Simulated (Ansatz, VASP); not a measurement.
**One calculation of TiCo, two programs**

The input INCAR:

```
AGGAC = 1.0
AGGAX = 1.0
ALDAC = 0.0
ALDAX = 1.0
ALGO = Normal
EDIFF = 1E-6
EDIFFG = -0.005
ENCUT = 600
GGA = B5
IBRION = 2
ISIF = 3
ISMEAR = -1
ISPIN = 2
LASPH = T
LCHARG = F
LMAXMIX = 4
LORBIT = 11
LREAL = F
LWAVE = F
MAGMOM = 2 1
NELM = 150
NSW = 80
PREC = Accurate
SIGMA = 0.05
```

The input KPOINTS:

```
k-points
0
Gamma
  9 9 9
```

File POSCAR:

```
TiCo
1.0
    2.9861109900      0.0000000000      0.0000000000
    0.0000000000      2.9861109900      0.0000000000
    0.0000000000      0.0000000000      2.9861109900
Co Ti
1 1
Direct
    0.5000000000      0.5000000000      0.5000000000
    0.0000000000      0.0000000000      0.0000000000
```

input.yaml

```yaml
crystal:
  lattice:
    - [2.98611099, 0.0, 0.0]
    - [0.0, 2.98611099, 0.0]
    - [0.0, 0.0, 2.98611099]
  atoms:
    - { symbol: Co, position: [0.5, 0.5, 0.5], spin: 2.0 }
    - { symbol: Ti, position: [0.0, 0.0, 0.0], spin: 1.0 }
kpoints:
  mp_grid: { grid: [9, 9, 9] }
scf:
  occupations: { method: fermi_dirac, width: 0.05 }
hamiltonian:
  xc: blyp
  pseudopotentials: { kind: all_electron, lapw: { basis_error: 0.001 } }
magnetization:
  spin_polarized: true
output:
  forces: true
  stress: true
relax:
  f_tol: 0.005
  max_steps: 60
  cell: {}
```

Alike in both runs: task relaxation of cell and atoms; functional BLYP; k mesh 9 × 9 × 9; occupations fermi-dirac, width 0.05 eV; collinear spin.

```csv
,VASP,Ansatz
version,VASP 6.6.1,Ansatz 0.2.0
potentials or method,"VASP PAW PBE potentials, release 64 (Co, Ti_sv), cutoff 600 eV","all-electron LAPW, scalar-relativistic"
```

```csv
,VASP,Ansatz,Ansatz less VASP
net moment per atom (μB),0.40,0.42,+0.022
size of the moment on the site where the two differ most (μB),0.85,0.92,+0.069
relaxed volume (Å³/atom),13.69,13.71,+0.025
relaxed cell length with the largest relative difference (Å),3.014,3.016,+0.0019
```

VASP's potentials were made for PBE, not for BLYP. Site moments also hang on the region over which each program counts them. Ansatz ran all-electron here, and VASP with PAW potentials.
